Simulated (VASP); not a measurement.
# Se (R-3) in VASP: further runs, part 2 of 2

VASP 6.6.1.

## (3) Electric field gradients, PBE (zz strain of -2 %)

Input file INCAR:

```
SYSTEM = Se
PREC     = Accurate       ! precision mode
ENCUT    = 520            ! plane-wave cutoff, eV
EDIFF    = 1E-8           ! SCF threshold, eV
ISMEAR   = -1             ! smearing method
SIGMA    = 0.01           ! smearing width, eV
LREAL    = .FALSE.        ! projectors in reciprocal space
LASPH    = .TRUE.         ! aspherical terms in the spheres
NELM     = 60             ! most SCF steps
ALGO     = Normal         ! electronic algorithm
ISIF     = 2              ! what is computed and relaxed
LWAVE    = .FALSE.        ! write WAVECAR
LCHARG   = .FALSE.        ! write CHGCAR
GGA      = PE             ! functional
LEFG     = .TRUE.       
NBANDS   = 27             ! bands
```

Input file KPOINTS:

```
regular mesh
0
G
  6 6 6
  0 0 0
```

Input file POSCAR:

```
Se
1.0
    5.6809998619      3.2799267995      1.4468034000
   -5.6809998619      3.2799267995      1.4468034000
    0.0000000000     -6.5598535991      1.4468034000
Se
6
Direct
    0.2806600000      0.1625100000      0.9181800000
    0.9181800000      0.2806600000      0.1625100000
    0.1625100000      0.9181800000      0.2806600000
    0.7193400000      0.8374900000      0.0818200000
    0.0818200000      0.7193400000      0.8374900000
    0.8374900000      0.0818200000      0.7193400000
```

Potentials or basis: VASP PAW PBE potentials, release 64 (Se).

Command:

```console
> cat potpaw_PBE.64/Se/POTCAR > POTCAR
> mpirun -np 1 vasp_std > vasp.out
```

OUTCAR:

```text
SYSTEM = Se
   PREC = Accurate
   ENCUT = 520
   EDIFF = 1E-8
   ISMEAR = -1
   LREAL = .FALSE.
   LASPH = .TRUE.
   NELM = 60
   ISIF = 2
   GGA = PE

 ion  position               nearest neighbor table
   1  0.281  0.163  0.918-   5 2.35   6 2.35
   2  0.918  0.281  0.163-   4 2.35   6 2.35
   3  0.163  0.918  0.281-   4 2.35   5 2.35
   4  0.719  0.837  0.082-   2 2.35   3 2.35
   5  0.082  0.719  0.837-   1 2.35   3 2.35
   6  0.837  0.082  0.719-   1 2.35   2 2.35

  LATTYP: Found a trigonal (rhomboedric) cell.
 ALAT       =     6.7175084160
 COS(alpha) =    -0.4304184880

  Lattice vectors:

 A1 = (   5.6809998619,   3.2799267995,   1.4468034000)
 A2 = (  -5.6809998619,   3.2799267995,   1.4468034000)
 A3 = (   0.0000000000,  -6.5598535991,   1.4468034000)

Analysis of symmetry for initial positions (statically):
=====================================================================
 Subroutine PRICEL returns:
 Original cell was already a primitive cell.

[... 933 lines left out ...]
 -----------------------------------------------------------------------------------
    total drift:                                0.000000     -0.000000     -0.000000

  FREE ENERGIE OF THE ION-ELECTRON SYSTEM (eV)
  ---------------------------------------------------
  free  energy   TOTEN  =       -20.6371470737 eV

  energy  without entropy=      -20.6371470737  energy(sigma->0) =      -20.63714707

 Electric field gradients (V/A^2)
---------------------------------------------------------------------
 ion       V_xx      V_yy      V_zz      V_xy      V_xz      V_yz
---------------------------------------------------------------------
   1     313.230   -93.225  -220.005  -130.259   140.160   347.667
   2    -104.419   324.424  -220.005  -110.871  -371.168   -52.452
   3     121.197    98.809  -220.005   241.130   231.008  -295.215
   4     313.230   -93.225  -220.005  -130.259   140.160   347.667
   5    -104.419   324.424  -220.005  -110.871  -371.168   -52.452
   6     121.197    98.809  -220.005   241.130   231.008  -295.215
---------------------------------------------------------------------

 Electric field gradients after diagonalization (V/A^2)
 (convention: |V_zz| > |V_xx| > |V_yy|)
----------------------------------------------------------------------
 ion       V_xx      V_yy      V_zz     asymmetry (V_yy - V_xx)/ V_zz
----------------------------------------------------------------------
   1     356.043   196.161  -552.204       0.290
   2     356.043   196.161  -552.204       0.290
   3     356.043   196.161  -552.204       0.290
   4     356.043   196.161  -552.204       0.290
   5     356.043   196.161  -552.204       0.290
   6     356.043   196.161  -552.204       0.290
----------------------------------------------------------------------

           NMR quadrupolar parameters

 Cq : quadrupolar parameter    Cq=e*Q*V_zz/h
 eta: asymmetry parameters     (V_yy - V_xx)/ V_zz
 Q  : nuclear electric quadrupole moment in mb (millibarn)
----------------------------------------------------------------------
 ion       Cq(MHz)       eta       Q (mb)
----------------------------------------------------------------------
   1      -1.335       0.290       1.000
   2      -1.335       0.290       1.000
   3      -1.335       0.290       1.000
   4      -1.335       0.290       1.000
   5      -1.335       0.290       1.000
   6      -1.335       0.290       1.000
----------------------------------------------------------------------
```

OSZICAR:

```text
N       E                     dE             d eps       ncg     rms          rms(c)
DAV:   1     0.196687249088E+03    0.19669E+03   -0.14667E+04  2160   0.112E+03
DAV:   2    -0.445434568171E+01   -0.20114E+03   -0.19461E+03  2793   0.189E+02
DAV:   3    -0.206821931785E+02   -0.16228E+02   -0.16087E+02  2849   0.586E+01
DAV:   4    -0.208700523757E+02   -0.18786E+00   -0.18745E+00  2442   0.718E+00
DAV:   5    -0.208717857669E+02   -0.17334E-02   -0.17330E-02  2665   0.717E-01    0.999E+00
DAV:   6    -0.207042949417E+02    0.16749E+00   -0.95644E-02  2423   0.151E+00    0.613E+00
DAV:   7    -0.206377249331E+02    0.66570E-01   -0.20548E-01  2396   0.219E+00    0.302E-01
DAV:   8    -0.206369196397E+02    0.80529E-03   -0.18050E-02  2361   0.660E-01    0.130E-01
DAV:   9    -0.206370850815E+02   -0.16544E-03   -0.50736E-04  2764   0.113E-01    0.464E-02
DAV:  10    -0.206371410574E+02   -0.55976E-04   -0.76849E-05  2381   0.466E-02    0.113E-02
DAV:  11    -0.206371463442E+02   -0.52868E-05   -0.10690E-05  2604   0.163E-02    0.548E-03
DAV:  12    -0.206371470221E+02   -0.67785E-06   -0.18201E-06  2466   0.706E-03    0.184E-03
DAV:  13    -0.206371470521E+02   -0.30030E-07   -0.34138E-07  2471   0.302E-03    0.686E-04
DAV:  14    -0.206371470814E+02   -0.29344E-07   -0.50160E-08  2562   0.111E-03    0.315E-04
DAV:  15    -0.206371470737E+02    0.77491E-08   -0.45719E-09  1438   0.333E-04
   1 F= -.20637147E+02 E0= -.20637147E+02  d E =-.895679E-11
```

Wall time 3 min (1 thread of AMD EPYC 9R45 (Zen 5), shared host); peak memory 0.36 GiB.

What came out:

- Free energy: -20.6371 eV
- Pressure: 3.6 GPa
- Largest force: 0.650 eV/Å
- Band gap on the k mesh: 1.10 eV (least direct gap 1.34 eV)
- Largest electric field gradient by atom: Se -552.2 V/Å²

Forces in eV/Å, atoms in the order of the input:
```
Se   0.200  0.431  0.444
Se  -0.473 -0.042  0.444
Se   0.273 -0.388  0.444
Se  -0.200 -0.431 -0.444
Se   0.473  0.042 -0.444
Se  -0.273  0.388 -0.444
```

Stress tensor (GPa, compression positive):
```
3.79 0.00 0.00
0.00 3.79 0.00
0.00 0.00 3.29
```

Levels at points of the mesh, in eV from the valence-band top:
| k point | band 16 | band 17 | band 18 | band 19 | band 20 | band 21 |
| --- | --- | --- | --- | --- | --- | --- |
| (0.00, 0.00, 0.00) | -0.91 | -0.76 | -0.76 | 1.65 | 1.65 | 2.52 |
| (0.50, 0.00, 0.00) | -1.06 | -0.47 | -0.43 | 1.60 | 1.79 | 2.53 |
| (0.50, 0.50, 0.00) | -1.26 | -0.98 | -0.49 | 1.39 | 1.66 | 2.28 |
| (0.50, 0.50, 0.50) | -1.45 | -1.45 | 0.00 | 1.34 | 1.34 | 1.80 |

Electric field gradients, principal values (V/Å²):
```csv
atom,least,middle,greatest (by size)
1 Se,196.161,356.043,-552.204
2 Se,196.161,356.043,-552.204
3 Se,196.161,356.043,-552.204
4 Se,196.161,356.043,-552.204
5 Se,196.161,356.043,-552.204
6 Se,196.161,356.043,-552.204
```

Caveat: the cell differs from its parent crystal (zz strain of -2 %); the cell stands under pressure; this functional lacks dispersion, which holds the molecules together, so the pressure and a relaxed volume are unreliable; without QUAD_EFG the Cq values of the log hold for a quadrupole moment of 1 mb, not for the nuclei.

## (4) Electric field gradients, PBE (zz strain of -2 %)

Input file INCAR:

```
ALGO = Normal
EDIFF = 1E-8
ENCUT = 520
GGA = PE
ISIF = 2
ISMEAR = -1
LASPH = True
LCHARG = False
LEFG = True
LREAL = False
LWAVE = False
NBANDS = 27
NELM = 60
PREC = Accurate
SIGMA = 0.01
```

Input file KPOINTS:

```
k-points
0
Gamma
  6 6 6
```

POSCAR is that of step 3.

Potentials or basis: VASP PAW PBE potentials, release 64 (Se).

Command:

```console
> cat potpaw_PBE.64/Se/POTCAR > POTCAR
> mpirun -np 1 vasp_std > vasp.out
```

OUTCAR:

```text
EDIFF = 1E-8
   ENCUT = 520
   GGA = PE
   ISIF = 2
   ISMEAR = -1
   LASPH = True
   LREAL = False
   NELM = 60
   PREC = Accurate

 ion  position               nearest neighbor table
   1  0.281  0.163  0.918-   5 2.35   6 2.35
   2  0.918  0.281  0.163-   4 2.35   6 2.35
   3  0.163  0.918  0.281-   4 2.35   5 2.35
   4  0.719  0.837  0.082-   2 2.35   3 2.35
   5  0.082  0.719  0.837-   1 2.35   3 2.35
   6  0.837  0.082  0.719-   1 2.35   2 2.35

  LATTYP: Found a trigonal (rhomboedric) cell.
 ALAT       =     6.7175084160
 COS(alpha) =    -0.4304184880

  Lattice vectors:

 A1 = (   5.6809998619,   3.2799267995,   1.4468034000)
 A2 = (  -5.6809998619,   3.2799267995,   1.4468034000)
 A3 = (   0.0000000000,  -6.5598535991,   1.4468034000)

Analysis of symmetry for initial positions (statically):
=====================================================================
 Subroutine PRICEL returns:
 Original cell was already a primitive cell.

 Routine SETGRP: Setting up the symmetry group for a
 trigonal (rhombohedral) supercell.

 Subroutine GETGRP returns: Found  6 space group operations
 (whereof  6 operations were pure point group operations)
 out of a pool of 12 trial point group operations.

The static configuration has the point symmetry S_6 .

Analysis of symmetry for dynamics (positions and initial velocities):
=====================================================================
 Subroutine PRICEL returns:
 Original cell was already a primitive cell.

 Routine SETGRP: Setting up the symmetry group for a
 trigonal (rhombohedral) supercell.

[... 895 lines left out ...]
  Total        3.8240041      3.8240041      3.3260183      0.0000005     -0.0000000      0.0000000
  in kB       37.8773192     37.8773192     32.9446970      0.0000047     -0.0000000      0.0000000
  external PRESSURE =      36.2331118 kB  Pullay stress =       0.0000000 kB

 VOLUME and BASIS-vectors are now :
 -----------------------------------------------------------------------------
  energy-cutoff  :      520.00
  volume of cell :      161.75
      direct lattice vectors                 reciprocal lattice vectors
     5.680999862  3.279926800  1.446803400     0.088012676  0.050814142  0.230392971
    -5.680999862  3.279926800  1.446803400    -0.088012676  0.050814142  0.230392971
     0.000000000 -6.559853599  1.446803400     0.000000000 -0.101628284  0.230392971

 POSITION                                       TOTAL-FORCE (eV/Angst)
 -----------------------------------------------------------------------------------
      0.67121     -4.56956      1.96961         0.199968      0.430529      0.443709
      3.62175      2.86607      1.96961        -0.472833     -0.042087      0.443709
     -4.29296      1.70350      1.96961         0.272865     -0.388442      0.443709
     -0.67121      4.56956      2.37080        -0.199968     -0.430529     -0.443709
     -3.62175     -2.86607      2.37080         0.472833      0.042087     -0.443709
      4.29296     -1.70350      2.37080        -0.272865      0.388442     -0.443709
 -----------------------------------------------------------------------------------
    total drift:                                0.000000     -0.000000     -0.000000

  FREE ENERGIE OF THE ION-ELECTRON SYSTEM (eV)
  ---------------------------------------------------
  free  energy   TOTEN  =       -20.6371470737 eV

  energy  without entropy=      -20.6371470737  energy(sigma->0) =      -20.63714707

 Electric field gradients (V/A^2)
---------------------------------------------------------------------
 ion       V_xx      V_yy      V_zz      V_xy      V_xz      V_yz
---------------------------------------------------------------------
   1     313.230   -93.225  -220.005  -130.259   140.160   347.667
   2    -104.419   324.424  -220.005  -110.871  -371.168   -52.452
   3     121.197    98.809  -220.005   241.130   231.008  -295.215
   4     313.230   -93.225  -220.005  -130.259   140.160   347.667
   5    -104.419   324.424  -220.005  -110.871  -371.168   -52.452
   6     121.197    98.809  -220.005   241.130   231.008  -295.215
---------------------------------------------------------------------

 Electric field gradients after diagonalization (V/A^2)
 (convention: |V_zz| > |V_xx| > |V_yy|)
----------------------------------------------------------------------
 ion       V_xx      V_yy      V_zz     asymmetry (V_yy - V_xx)/ V_zz
----------------------------------------------------------------------
   1     356.043   196.161  -552.204       0.290
   2     356.043   196.161  -552.204       0.290
   3     356.043   196.161  -552.204       0.290
   4     356.043   196.161  -552.204       0.290
   5     356.043   196.161  -552.204       0.290
   6     356.043   196.161  -552.204       0.290
----------------------------------------------------------------------

           NMR quadrupolar parameters

 Cq : quadrupolar parameter    Cq=e*Q*V_zz/h
 eta: asymmetry parameters     (V_yy - V_xx)/ V_zz
 Q  : nuclear electric quadrupole moment in mb (millibarn)
----------------------------------------------------------------------
 ion       Cq(MHz)       eta       Q (mb)
----------------------------------------------------------------------
   1      -1.335       0.290       1.000
   2      -1.335       0.290       1.000
   3      -1.335       0.290       1.000
   4      -1.335       0.290       1.000
   5      -1.335       0.290       1.000
   6      -1.335       0.290       1.000
----------------------------------------------------------------------
```

stdout:

```text
POSCAR found type information on POSCAR Se
 POSCAR found :  1 types and       6 ions
 scaLAPACK will be used
 LDA part: xc-table for (Slater+PW92), standard interpolation
 POSCAR, INCAR and KPOINTS ok, starting setup
 FFT: planning ... GRIDC
 FFT: planning ... GRID_SOFT
 FFT: planning ... GRID
 WAVECAR not read
 entering main loop
ion   1
     0.0000499     2.2156776    -6.3430335     3.5105026    -2.7038739    -3.7981707
     0.0000687     2.2156775    -6.3430334     3.5105026    -2.7038738    -3.7981707
     0.0000946     2.2156775    -6.3430334     3.5105025    -2.7038738    -3.7981706
     0.0001302     2.2156775    -6.3430332     3.5105024    -2.7038738    -3.7981705

     0.0000499   118.9912828  -318.0685487   174.3138724  -128.3477846  -185.9445510
     0.0000687   118.9883935  -318.0608394   174.3096399  -128.3446500  -185.9399847
     0.0000946   118.9837117  -318.0483449   174.3027791  -128.3395677  -185.9325807
     0.0001302   118.9761634  -318.0281962   174.2917136  -128.3313684  -185.9206350
[... 45 lines left out ...]
ion   6
     0.0000499    -4.3971511     5.5131402     3.5105026    -4.1412912    -0.0197477
     0.0000687    -4.3971511     5.5131402     3.5105026    -4.1412912    -0.0197477
     0.0000946    -4.3971510     5.5131401     3.5105025    -4.1412911    -0.0197477
     0.0001302    -4.3971509     5.5131400     3.5105024    -4.1412910    -0.0197477

     0.0000499  -220.5283463   270.1867163   174.3138724  -211.2815510   -10.0771982
     0.0000687  -220.5229471   270.1801470   174.3096399  -211.2764418   -10.0769792
     0.0000946  -220.5141941   270.1694984   174.3027792  -211.2681624   -10.0766266
     0.0001302  -220.5000747   270.1523232   174.2917136  -211.2548128   -10.0760624
```

Wall time 2.6 min (1 thread of AMD EPYC 9R45 (Zen 5), shared host); peak memory 0.36 GiB.

What came out:

- Free energy: -20.6371 eV
- Pressure: 3.6 GPa
- Largest force: 0.650 eV/Å
- Band gap on the k mesh: 1.10 eV (least direct gap 1.34 eV)
- Largest electric field gradient by atom: Se -552.2 V/Å²

Forces on the atoms (eV/Å):
```
Se   0.200  0.431  0.444
Se  -0.473 -0.042  0.444
Se   0.273 -0.388  0.444
Se  -0.200 -0.431 -0.444
Se   0.473  0.042 -0.444
Se  -0.273  0.388 -0.444
```

Electric field gradients, principal values (V/Å²):
```csv
atom,least,middle,greatest (by size)
1 Se,196.161,356.043,-552.204
2 Se,196.161,356.043,-552.204
3 Se,196.161,356.043,-552.204
4 Se,196.161,356.043,-552.204
5 Se,196.161,356.043,-552.204
6 Se,196.161,356.043,-552.204
```

Caveat: the cell differs from its parent crystal (zz strain of -2 %); the cell stands under pressure; this functional lacks dispersion, which holds the molecules together, so the pressure and a relaxed volume are unreliable; without QUAD_EFG the Cq values of the log hold for a quadrupole moment of 1 mb, not for the nuclei.
